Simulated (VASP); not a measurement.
# Mg32O31 (a cell with a defect) in VASP: notebook

Runs on Mg32O31 (a cell with a defect). Level: PBE+D3(BJ). Tasks: single point.

Program: VASP 6.6.1. These are calculated values, not measurements. Logs are shortened: lines on timing, memory, paths and dates and some standing lists are left out, and cuts for length are marked.

## (1) The cell of the first run

The cell holds a defect, 63 atoms: a = 8.822 Å, b = 8.822 Å, c = 8.822 Å, α = 90.00°, β = 90.00°, γ = 90.00°.

## (2) Single point, PBE+D3(BJ)

INCAR

```
PREC = Accurate
ENCUT = 520
EDIFF = 1E-6
ISMEAR = 0
SIGMA = 0.05
LREAL = Auto
LASPH = T
NELM = 80
ALGO = Normal
ISIF = 2
LWAVE = F
LCHARG = F
GGA = PE
IVDW = 12
NBANDS = 162
```

KPOINTS

```
Automatic mesh
0
Gamma
  1 1 1
```

POSCAR

```
Mg32O31
1.0
    8.8224000000      0.0000000000      0.0000000000
    0.0000000000      8.8224000000      0.0000000000
    0.0000000000      0.0000000000      8.8224000000
Mg O
32 31
Direct
    0.4980911090      0.0008484086      0.0016005849
    0.7476201487      0.2498086688     -0.0017932762
    0.7490674873      0.0051680948      0.2493607182
   -0.0008351469      0.0054005713     -0.0003759748
    0.2498228373      0.2498027748      0.0006517501
    0.4980914490      0.4987675689      0.0016002448
    0.7445506892      0.7498065152     -0.0048761108
    0.2449283642      0.0066560120      0.2547570956
    0.4990434576      0.2498081021      0.2498660229
    0.7490673740      0.4944546835      0.2493658188
    0.5000681221      0.0054073721      0.5005170929
    0.7516205341      0.2498117292      0.5001937115
    0.7512582744      0.0007072905      0.7484254851
   -0.0008300462      0.4942132526     -0.0003786951
    0.2528350562      0.7498102557     -0.0116012650
   -0.0042247008      0.2498147896      0.2466561253
    0.2449409458      0.4929593988      0.2547522216
    0.5112951124      0.7498112758      0.2468548241
    0.0079243743      0.0012795838      0.4917616522
    0.2530363620      0.2498122960      0.5039162813
    0.5000673286      0.4942174465      0.5005196999
    0.7352198948      0.7498119559      0.5014297697
    0.2503298422      0.0051658279      0.7506269269
    0.5014820230      0.2498084421      0.7520696182
    0.7512634884      0.4989098205      0.7484255985
   -0.0209300190      0.7498006211      0.2272763647
    0.0079291349      0.4983329933      0.4917769541
    0.2724161226      0.7498177367      0.5206226197
   -0.0005021309      0.2497991476      0.7480741068
    0.2503297289      0.4944512831      0.7506291939
    0.5045630441      0.7498086688      0.7551373776
   -0.0017414762      0.7498116159      0.7644731592
    0.7453729144      0.2498187568      0.2496695910
   -0.0053646400      0.4892008977      0.2430937160
   -0.0003831157      0.2498146763      0.5000787768
    0.2500999728      0.2498139962      0.2495931946
    0.4980841948      0.5021823993      0.2512165624
    0.7478662269      0.7498142229      0.2489600336
   -0.0053690606      0.0104427367      0.2430886153
    0.5048970802      0.2498162631      0.5008966948
    0.7530975698      0.5047074492      0.4987005803
    0.7507867474      0.2498194369      0.7489106139
    0.0009965542      0.5047148168      0.7465908370
   -0.0011999003      0.2498188701     -0.0052040261
    0.0914258025      0.7498457336      0.4082674782
    0.4980931493     -0.0025479461      0.2512186026
    0.2565972978      0.4891962505      0.5050598477
    0.5014243290      0.7498169432      0.5018377086
    0.7531038040     -0.0050771899      0.4987021672
    0.2500285637      0.2498162631      0.7543237668
    0.5010199039      0.5001057535      0.7511010609
    0.7518394088      0.7498175100      0.7478563656
    0.0009964409     -0.0050731094      0.7465986580
    0.4988507662      0.2498198903      0.0008488620
    0.7485968671      0.5001085872     -0.0013259431
   -0.0021392138      0.7498219305     -0.0017310482
    0.2566070457      0.0104391095      0.5050651750
    0.2507429951      0.7498229507      0.7518275073
    0.5010263647     -0.0004682399      0.7511032145
    0.2484780785      0.5021846663      0.0016050054
    0.5003054724      0.7498178500     -0.0006078845
    0.7485943734     -0.0004698268     -0.0013245829
    0.2484836326     -0.0025464726      0.0016085192
```

Potentials or basis: VASP PAW PBE potentials, release 64 (Mg, O).

Command:

```console
cat potpaw_PBE.64/Mg/POTCAR potpaw_PBE.64/O/POTCAR > POTCAR
mpirun -np 1 vasp_gam > vasp.out
```

OUTCAR:

```text
PREC = Accurate
   ENCUT = 520
   EDIFF = 1E-6
   ISMEAR = 0
   LREAL = Auto
   LASPH = T
   NELM = 80
   ISIF = 2
   GGA = PE
   IVDW = 12
 IVDW          = 12

 ion  position               nearest neighbor table
   1  0.498  0.001  0.002-  54 2.20  63 2.20  46 2.20  59 2.21  62 2.21  61 2.21  18 3.10  15 3.10
                             5 3.10   9 3.10   7 3.10  31 3.10   2 3.11  24 3.11  23 3.11   3 3.11
   2  0.748  0.250  0.998-  54 2.19  42 2.20  62 2.21  55 2.21  44 2.22  33 2.22  24 3.07   3 3.09
                            10 3.09   4 3.09  14 3.09  16 3.10   6 3.11   1 3.11  25 3.11  13 3.11
   3  0.749  0.005  0.249-  33 2.16  39 2.17  49 2.20  62 2.21  46 2.22  38 2.25  26 3.04  16 3.07
                            18 3.08   9 3.09  12 3.09   2 3.09   1 3.11   4 3.12  11 3.12  19 3.13
   4  0.999  0.005  1.000-  39 2.15  44 2.16  63 2.20  62 2.21  53 2.23  56 2.25  26 3.02  32 3.06
                            16 3.07   5 3.09  29 3.09   2 3.09  13 3.11   3 3.12  23 3.12   8 3.13
   5  0.250  0.250  0.001-  50 2.17  36 2.20  54 2.20  44 2.22  63 2.23  60 2.23  23 3.09  30 3.09
                             4 3.09  14 3.09   1 3.10   6 3.10   8 3.10  17 3.10   9 3.11  16 3.12
   6  0.498  0.499  0.002-  54 2.20  60 2.20  37 2.20  51 2.21  55 2.21  61 2.22  18 3.10  15 3.10
                             9 3.10   5 3.10   7 3.10  31 3.10   2 3.11  24 3.11  30 3.11  10 3.11
   7  0.745  0.750  0.995-  61 2.16  52 2.18  55 2.20  62 2.20  56 2.23  38 2.24  26 2.91  31 2.99
                            32 3.03  18 3.03   6 3.10   1 3.10  25 3.10  13 3.10  10 3.18   3 3.18
   8  0.245  0.007  0.255-  36 2.15  39 2.21  57 2.21  63 2.24  46 2.24  19 2.96  16 3.07  20 3.07
                             5 3.10   9 3.10   4 3.13  11 3.13   1 3.16  15 3.27  18 3.27  28 3.27
   9  0.499  0.250  0.250-  33 2.17  36 2.20  54 2.20  40 2.22  46 2.23  37 2.23   3 3.09  10 3.09
[... 44 lines left out ...]
                            22 3.03  15 3.03   1 3.10   6 3.10  13 3.10  25 3.10  23 3.18  30 3.18
  32  0.998  0.750  0.764-  56 2.06  43 2.17  53 2.17  52 2.18  58 2.23  15 2.99   7 3.03   4 3.06
                            14 3.06  13 3.11  25 3.11  23 3.17  30 3.17  28 3.24  27 3.27  19 3.27
  33  0.745  0.250  0.250-  10 2.16   3 2.16   9 2.17  16 2.21  12 2.21   2 2.22
  34  0.995  0.489  0.243-  16 2.11  14 2.15  10 2.17  27 2.20  17 2.21  26 2.31
  35  1.000  0.250  0.500-  29 2.19  12 2.19  27 2.19  19 2.20  20 2.24  16 2.24
  36  0.250  0.250  0.250-  17 2.15   8 2.15   5 2.20   9 2.20  20 2.24  16 2.24
  37  0.498  0.502  0.251-  18 2.19  21 2.20   6 2.20  10 2.22   9 2.23  17 2.24
  38  0.748  0.750  0.249-  26 2.05  18 2.09  22 2.23   7 2.24   3 2.25  10 2.25
  39  0.995  0.010  0.243-  16 2.11   4 2.15   3 2.17  19 2.20   8 2.21  26 2.31
  40  0.505  0.250  0.501-  21 2.16  11 2.16  12 2.18   9 2.22  24 2.22  20 2.22
  41  0.753  0.505  0.499-  22 2.17  10 2.20  25 2.20  21 2.23  12 2.25  27 2.25
  42  0.751  0.250  0.749-  29 2.19  12 2.19  25 2.20  13 2.20   2 2.20  24 2.20
  43  0.001  0.505  0.747-  32 2.17  30 2.20  25 2.20  14 2.23  29 2.25  27 2.25
  44  0.999  0.250  0.995-  14 2.16   4 2.16  29 2.18   5 2.22   2 2.22  16 2.22
  45  0.091  0.750  0.408-  28 1.88  26 1.88  19 2.45  27 2.45
  46  0.498  0.997  0.251-  18 2.19  11 2.20   1 2.20   3 2.22   9 2.23   8 2.24
  47  0.257  0.489  0.505-  20 2.11  21 2.15  30 2.17  27 2.20  17 2.21  28 2.31
  48  0.501  0.750  0.502-  28 2.03  22 2.06  31 2.23  18 2.25  11 2.25  21 2.26
  49  0.753  0.995  0.499-  22 2.17   3 2.20  13 2.20  11 2.23  12 2.25  19 2.25
  50  0.250  0.250  0.754-  30 2.16  23 2.16   5 2.17  20 2.21  29 2.21  24 2.22
  51  0.501  0.500  0.751-  31 2.20  25 2.21  24 2.21   6 2.21  21 2.21  30 2.21
[... 10 lines left out ...]
  62  0.749  1.000  0.999-   7 2.20  13 2.21   2 2.21   1 2.21   4 2.21   3 2.21
  63  0.248  0.997  0.002-  15 2.19   4 2.20   1 2.20  23 2.22   5 2.23   8 2.24

  LATTYP: Found a simple cubic cell.
 ALAT       =     8.8224000000

  Lattice vectors:

 A1 = (   8.8224000000,   0.0000000000,   0.0000000000)
 A2 = (   0.0000000000,   8.8224000000,   0.0000000000)
 A3 = (   0.0000000000,   0.0000000000,   8.8224000000)

Analysis of symmetry for initial positions (statically):
=====================================================================
 Subroutine PRICEL returns:
 Original cell was already a primitive cell.

 Routine SETGRP: Setting up the symmetry group for a
 simple cubic supercell.

 Subroutine GETGRP returns: Found  1 space group operations
 (whereof  1 operations were pure point group operations)
 out of a pool of 48 trial point group operations.

The static configuration has the point symmetry C_1 .

Analysis of symmetry for dynamics (positions and initial velocities):
=====================================================================
 Subroutine PRICEL returns:
 Original cell was already a primitive cell.

[... 180 lines left out ...]
 ===========================================

 Found      1 irreducible k-points:

 Following reciprocal coordinates:
            Coordinates               Weight
  0.000000  0.000000  0.000000      1.000000
   k-points           NKPTS =      1   k-points in BZ     NKDIM =      1   number of bands    NBANDS=    162
   number of dos      NEDOS =    301   number of ions     NIONS =     63
   total plane-waves  NPLWV = 343000
   dimension x,y,z NGX =    70 NGY =   70 NGZ =   70
   dimension x,y,z NGXF=   140 NGYF=  140 NGZF=  140
   ions per type =              32  31
   NGX,Y,Z   is equivalent  to a cutoff of  13.19, 13.19, 13.19 a.u.
   NGXF,Y,Z  is equivalent  to a cutoff of  26.38, 26.38, 26.38 a.u.
 SYSTEM =  unknown system
   PREC   = accura    normal or accurate (medium, high low for compatibility)
   ISTART =      0    job   : 0-new  1-cont  2-samecut
   ICHARG =      2    charge: 1-file 2-atom 10-const
   ISPIN  =      1    spin polarized calculation?
   LNONCOLLINEAR =      F non collinear calculations
   LSORBIT =      F    spin-orbit coupling
   LASPH  =      T    aspherical Exc in radial PAW
   ENCUT  =  520.0 eV  38.22 Ry    6.18 a.u.  16.40 16.40 16.40*2*pi/ulx,y,z
   NELM   =     80;   NELMIN=  2; NELMDL= -5     # of ELM steps
   EDIFF  = 0.1E-05   stopping-criterion for ELM
   LREAL  =      T    real-space projection
   EDIFFG = 0.1E-04   stopping-criterion for IOM
   NSW    =      0    number of steps for IOM
   IBRION =     -1    ionic relax: 0-MD 1-quasi-New 2-CG
   NFREE  =      0    steps in history (QN), initial steepest desc. (CG)
   ISIF   =      2    stress and relaxation
   ISYM   =      2    0-nonsym 1-usesym 2-fastsym
   POTIM  = 0.5000    time-step for ionic-motion
   TEBEG  =    0.0;   TEEND  =   0.0 temperature during run
   PSTRESS=    0.0 pullay stress
   NELECT =     250.0000    total number of electrons
   NUPDOWN=      -1.0000    fix difference up-down
   EMIN   =  10.00;   EMAX   =-10.00  energy-range for DOS
   EFERMI =   0.00;   METHOD = LEGACY
   ISMEAR =     0;   SIGMA  =   0.05  broadening in eV -4-tet -1-fermi 0-gaus
   EFERMI_NEDOS =   21; number of points for ismear=-14 and -15
   IALGO  =     38    algorithm
   IMIX   =      4    mixing-type and parameters
     AMIX     =   0.40;   BMIX     =  1.00
     AMIX_MAG =   1.60;   BMIX_MAG =  1.00
  volume/ion in A,a.u.               =      10.90        73.56
  Fermi-wavevector in a.u.,A,eV,Ry     =   1.168965  2.209023 18.592071  1.366479
  Thomas-Fermi vector in A             =   2.305444
   LORBIT       =      0    0 simple, 1 ext, 2 COOP (PROOUT), +10 PAW based schemes
   GGA     = PE    functional components
   LHFCALC =     F    Hartree Fock is set to
   AEXX    =    0.0000 exact exchange contribution
   IVDW    =    12    specifies the selected vdW correction
   LEPSILON=     F    determine dielectric tensor
   LRPA    =     F    only Hartree local field effects (RPA)
 non-spin polarized calculation
 Gauss-broadening in eV      SIGMA  =   0.05
  energy-cutoff  :      520.00
  volume of cell :      686.69
 maximum number of plane-waves:      9307
 NGX is ok and might be reduce to    70
   NGX = 33   NGY = 33   NGZ = 33

 number of electron     250.0000032 magnetization

 Free energy of the ion-electron system (eV)
  ---------------------------------------------------
  ext. energy  EPLUGINS =         0.00000000
  ---------------------------------------------------
  free energy    TOTEN  =      -364.45794302 eV

  energy without entropy =     -364.45794302  energy(sigma->0) =     -364.45794302

 E-fermi :   4.8912     XC(G=0): -10.3819

 val. band max:        4.6458991333   @ k =   0.0000   0.0000   0.0000
 cond. band min:       6.4859187367   @ k =   0.0000   0.0000   0.0000
 fundamental gap:      1.8400196034
 Fermi energy:         4.8912082243

 k-point     1 :       0.0000    0.0000    0.0000
  band No.  band energies     occupation
      1     -14.5005      2.00000
      2     -14.0594      2.00000
      3     -14.0331      2.00000
      4     -14.0177      2.00000
      5     -13.8965      2.00000
      6     -13.8849      2.00000
[... 129 lines left out ...]
    136       9.2936      0.00000
    137       9.4800      0.00000
 [bands above 137 left out]

------------------------ aborting loop because EDIFF is reached ----------------------------------------

 Edisp (eV)  -16.04185

 E8    (eV) :    -6.2998

  FORCE on cell =-STRESS in cart. coord.  units (eV):
  Direction    XX          YY          ZZ          XY          YZ          ZX
  --------------------------------------------------------------------------------------
  -------------------------------------------------------------------------------------
  Total     -59.01673   -61.25280   -59.00929     0.00033    -0.00428     3.89261
  in kB    -137.69732  -142.91451  -137.67997     0.00078    -0.00999     9.08221
  external pressure =     -139.43 kB  Pullay stress =        0.00 kB

 VOLUME and BASIS-vectors are now :
 -----------------------------------------------------------------------------
  energy-cutoff  :      520.00
  volume of cell :      686.69
      direct lattice vectors                 reciprocal lattice vectors
     8.822400000  0.000000000  0.000000000     0.113347842  0.000000000  0.000000000
     0.000000000  8.822400000  0.000000000     0.000000000  0.113347842  0.000000000
     0.000000000  0.000000000  8.822400000     0.000000000  0.000000000  0.113347842

 POSITION                                       TOTAL-FORCE (eV/Angst)
 -----------------------------------------------------------------------------------
      4.39436      0.00749      0.01412         0.015026      0.000936     -0.015064
      6.59580      2.20391      8.80658         0.013552      0.000017     -0.001035
      6.60857      0.04559      2.19996         0.002451     -0.014084     -0.011089
      8.81503      0.04765      8.81908         0.007228      0.004192     -0.007249
      2.20404      2.20386      0.00575         0.002078      0.000327     -0.027258
      4.39436      4.40033      0.01412         0.014669     -0.000315     -0.014919
[... 55 lines left out ...]
      6.60440      8.81826      8.81071         0.014655      0.004771     -0.014482
      2.19222      8.79993      0.01419         0.013474      0.062635     -0.063651
 -----------------------------------------------------------------------------------
    total drift:                                0.005241     -0.001346     -0.006276

  FREE ENERGIE OF THE ION-ELECTRON SYSTEM (eV)
  ---------------------------------------------------
  free  energy   TOTEN  =      -380.4997913133 eV

  energy  without entropy=     -380.4997913133  energy(sigma->0) =     -380.49979131
```

Run time: 3.8 min. Hardware: 1 thread of Intel Xeon Platinum 8488C (Sapphire Rapids), shared host; peak memory 0.64 GiB.

Results:

```
Free energy                : -380.4998 eV
Pressure                   : -13.9 GPa
Largest force              : 1.878 eV/Å
Band gap on the k mesh     : 1.84 eV
Dispersion energy per atom : -0.255 eV
```

Forces in eV/Å, atoms in the order of the input:
```
Mg   0.015  0.001 -0.015
Mg   0.014  0.000 -0.001
Mg   0.002 -0.014 -0.011
Mg   0.007  0.004 -0.007
Mg   0.002  0.000 -0.027
Mg   0.015  0.000 -0.015
Mg   0.016  0.000  0.012
Mg   0.105  0.092 -0.105
Mg   0.027  0.000 -0.002
Mg   0.003  0.014 -0.011
Mg   0.008  0.004 -0.007
Mg   0.043  0.000 -0.008
Mg   0.011 -0.007 -0.010
Mg   0.007 -0.004 -0.008
Mg   0.038  0.000  0.067
Mg   0.022  0.000  0.024
Mg   0.104 -0.092 -0.105
Mg  -0.068  0.000 -0.037
Mg   0.066 -0.140 -0.066
Mg  -0.024  0.000 -0.022
Mg   0.007 -0.003 -0.007
Mg  -0.030  0.000 -0.066
Mg   0.011 -0.013 -0.003
Mg   0.002  0.000 -0.013
Mg   0.011  0.006 -0.011
Mg   0.112  0.000  0.048
Mg   0.066  0.140 -0.066
Mg  -0.046  0.000 -0.112
Mg   0.007  0.000 -0.044
Mg   0.011  0.014 -0.002
Mg  -0.011  0.000 -0.015
Mg   0.066  0.000  0.029
O    0.043  0.000  0.004
O    0.066  0.034 -0.030
O    0.011  0.000 -0.013
O    0.017  0.000 -0.019
O    0.065 -0.061 -0.012
O    0.014 -0.001 -0.003
O    0.067 -0.033 -0.029
O    0.021  0.000  0.003
O    0.033  0.043 -0.004
O    0.015  0.000 -0.014
O    0.004  0.044 -0.033
O   -0.004  0.000 -0.020
O   -1.328  0.000  1.328
O    0.064  0.061 -0.013
O    0.030  0.033 -0.067
O   -0.006  0.000  0.021
O    0.033 -0.044 -0.004
O   -0.002  0.000 -0.042
O    0.014 -0.005 -0.017
O    0.059  0.000 -0.058
O    0.003 -0.043 -0.032
O    0.017 -0.001 -0.017
O    0.014 -0.004 -0.014
O   -0.018 -0.001  0.008
O    0.030 -0.034 -0.067
O    0.001  0.000 -0.014
O    0.014  0.005 -0.016
O    0.013 -0.062 -0.063
O    0.068  0.000 -0.069
O    0.015  0.005 -0.014
O    0.013  0.063 -0.064
```

Stress tensor (GPa, compression positive):
```
-13.77   0.00   0.91
  0.00 -14.29   0.00
  0.91   0.00 -13.77
```

Caveat: the k points lie up to 0.71 Å⁻¹ apart.

[end of part 1 of 2]
